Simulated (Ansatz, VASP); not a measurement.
## Two plane-wave programs on Si

POSCAR

```
Si
1.0
   -1.6588457136     -1.6588457136      1.2763369320
   -1.6588457136      1.6588457136      1.2763369320
   -3.3176914272      0.0000000000     -2.5526738641
Si
2
Direct
    0.4842274610      0.4842274610      0.5297179464
    0.0157725390      0.0157725390     -0.0297179464
```

File INCAR.step1:

```
  ALGO = Normal
  EDIFF = 1E-4
  ENCUT = 520
  GGA = PE
  ISMEAR = 0
  LASPH = True
  LCHARG = False
  LREAL = False
  LWAVE = True
  NBANDS = 11
  NELM = 80
  PREC = Accurate
  SIGMA = 0.15
```

INCAR.step2

```
  ALGO = Normal
  EDIFF = 1E-7
  ENCUT = 520
  ISIF = 2
  ISMEAR = 0
  ISTART = 1
  LASPH = True
  LCHARG = False
  LMIXTAU = True
  LREAL = False
  LWAVE = False
  METAGGA = R2SCAN
  NBANDS = 11
  NELM = 80
  PREC = Accurate
  SIGMA = 0.15
```

The input KPOINTS:

```
k-points
0
Gamma
  24 24 16
```

Input for Ansatz:

```yaml
crystal:
  lattice:
    - [-1.6588457136, -1.6588457136, 1.276336932]
    - [-1.6588457136, 1.6588457136, 1.276336932]
    - [-3.3176914272, 0.0, -2.5526738641]
  atoms:
    - { symbol: Si, position: [0.484227461, 0.484227461, 0.5297179464] }
    - { symbol: Si, position: [0.015772539, 0.015772539, -0.0297179464] }
basis:
  ecutwfc: 500
kpoints:
  mp_grid: { grid: [24, 24, 16] }
hamiltonian:
  xc: r2scan
scf:
  occupations: { method: gaussian, width: 0.15 }
output:
  forces: true
  stress: true
  eigenvalues: true
```

Change from the starting cell: mode 6 (320.2 1/cm) frozen in, largest displacement +0.125 Å.

Alike in both runs: task single point; functional r2SCAN; k mesh 24 × 24 × 16; occupations gaussian, width 0.15 eV; no spin polarisation.

```csv
,VASP,Ansatz
version,VASP 6.6.1,Ansatz 0.2.0
potentials or method,"VASP PAW PBE potentials, release 64 (Si), cutoff 520 eV","scalar-relativistic, plane waves, PAW"
valence electrons in the cell,8,8
```

```csv
,VASP,Ansatz,Ansatz less VASP
gap on the k mesh at the Fermi level (eV),none,none,-
pressure (GPa),5.4,5.4,-0.01
"traceless stress, the component that is largest in VASP (GPa)",4.67,4.74,+0.076
rms of the force components (eV/Å),0.911,0.918,+0.0070
```

VASP's potentials were made for PBE, not for r2SCAN. Atom by atom the forces differ by 0.007 eV/Å (rms over components). A gap of «none» marks a metal or a gap that the smearing closes. With one functional, cell and mesh, what is left measures potentials, basis and numerics.
